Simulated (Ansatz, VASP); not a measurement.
# Hf: VASP beside Ansatz

INCAR

```
PREC = Accurate
ENCUT = 520
EDIFF = 1E-6
ISMEAR = 0
SIGMA = 0.019000000000000003
LREAL = F
LASPH = T
NELM = 60
ALGO = Normal
ISIF = 2
LWAVE = F
LCHARG = F
GGA = PE
NBANDS = 17
```

Contents of KPOINTS:

```
Automatic mesh
0
Gamma
  10 10 5
```

POSCAR

```
Hf
1.0
    3.1967000000      0.0000000000      0.0000000000
   -1.5983500000      2.7684234083      0.0000000000
    0.0000000000      0.0000000000      5.0578000000
Hf
2
Direct
    0.6666666667      0.3333333333      0.7500000000
    0.3333333333      0.6666666667      0.2500000000
```

The input input.yaml:

```yaml
crystal:
  lattice:
    - [3.1967, 0.0, 0.0]
    - [-1.59835, 2.7684234083, 0.0]
    - [0.0, 0.0, 5.0578]
  atoms:
    - { symbol: Hf, position: [0.6666666667, 0.3333333333, 0.75] }
    - { symbol: Hf, position: [0.3333333333, 0.6666666667, 0.25] }
kpoints:
  mp_grid: { grid: [10, 10, 5] }
scf:
  occupations: { method: gaussian, width: 0.019 }
hamiltonian:
  xc: pbe
  pseudopotentials: { kind: all_electron, lapw: { basis_error: 0.001 } }
output:
  forces: true
  stress: true
  eigenvalues: true
```

Alike in both runs: task single point; functional PBE; k mesh 10 × 10 × 5; occupations gaussian, width 0.019 eV; no spin polarisation.

|  | VASP | Ansatz |
| --- | --- | --- |
| version | VASP 6.6.1 | Ansatz 0.2.0 |
| potentials or method | VASP PAW PBE potentials, release 64 (Hf_pv), cutoff 520 eV | all-electron LAPW, scalar-relativistic |

```tsv
	VASP	Ansatz	Ansatz less VASP
gap on the k mesh at the Fermi level (eV)	none	none	-
pressure (GPa)	0.2	0.6	+0.45
traceless stress, the component that is largest in VASP (GPa)	-0.22	-0.16	+0.058
```

A gap of «none» marks a metal or a gap that the smearing closes. Ansatz ran all-electron here, and VASP with PAW potentials.

Spin-orbit coupling is off throughout.
